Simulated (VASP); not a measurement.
Wanted: the native input for a VASP 6.6.1 run.

- Task: relaxation of cell and atoms
- Functional: PBEsol
- Potentials or basis: VASP PAW PBE potentials, release 64 (Cs_sv, Pb_d, Cl)
- Cutoff: 600 eV
- k mesh: 4 × 4 × 4
- Occupations: fermi-dirac, width 0.03 eV
- Spin: no spin polarisation
- Dipole correction: no
- Further INCAR settings: ALGO = Normal; EDIFF = 1e-07; IBRION = 2; EDIFFG = -0.01; NSW = 100; ISIF = 3

The structure of CsPbCl3 lies in POSCAR:

```
CsPbCl3
1.0
    4.9929217400      0.0000000000      0.0000000000
    0.0000000000      4.9929217400      0.0000000000
    0.0000000000      0.0000000000      4.9929217400
Cs Pb Cl
1 1 3
Direct
    0.0000000000      0.0000000000      0.0000000000
    0.5000000000      0.5000000000      0.5000000000
    0.5000000000      0.5000000000      0.0000000000
    0.5000000000      0.0000000000      0.5000000000
    0.0000000000      0.5000000000      0.5000000000
```

One way to write it, as run:

INCAR

```
SYSTEM = CsPbCl3
PREC = Accurate
ENCUT = 600
EDIFF = 1E-7
ISMEAR = -1
SIGMA = 0.03
LREAL = .False.
LASPH = .True.
NELM = 100
ALGO = Normal
ISIF = 3
LWAVE = .False.
LCHARG = .False.
GGA = PS
IBRION = 2
NSW = 100
EDIFFG = -0.01
```

KPOINTS

```
Automatic mesh
0
Gamma
  4 4 4
  0 0 0
```

Potentials or basis: VASP PAW PBE potentials, release 64 (Cs_sv, Pb_d, Cl).

Command:

```sh
$ cat potpaw_PBE.64/Cs_sv/POTCAR potpaw_PBE.64/Pb_d/POTCAR potpaw_PBE.64/Cl/POTCAR > POTCAR
$ mpirun -np 1 vasp_std > vasp.out
```

Results of the run:

The relaxed volume is 35.59 Å³/atom and the relaxed cell is a = 5.625 Å, b = 5.625 Å, c = 5.625 Å, α = 90.00°, β = 90.00°, γ = 90.00°. The space group after relaxing (to 0.1 Å) is Pm-3m (No. 221), the energy gained by relaxing is 491.0 meV/atom and the ionic steps are 4. The pressure after relaxing is 0.0 GPa. The band gap on the k mesh is 1.85 eV.

Caveat: the volume moved by over 15 % at a fixed basis, so the end points are rough; the PAW data sets were made with another functional, which shifts forces and pressure a little; spin-orbit coupling is left out, which moves the levels of the heavy elements.

Wall time 3.5 min on 1 thread of Intel(R) Xeon(R) Platinum 8259CL CPU @ 2.50GHz (Skylake/Cascade Lake) (shared host), peak memory 0.27 GiB.
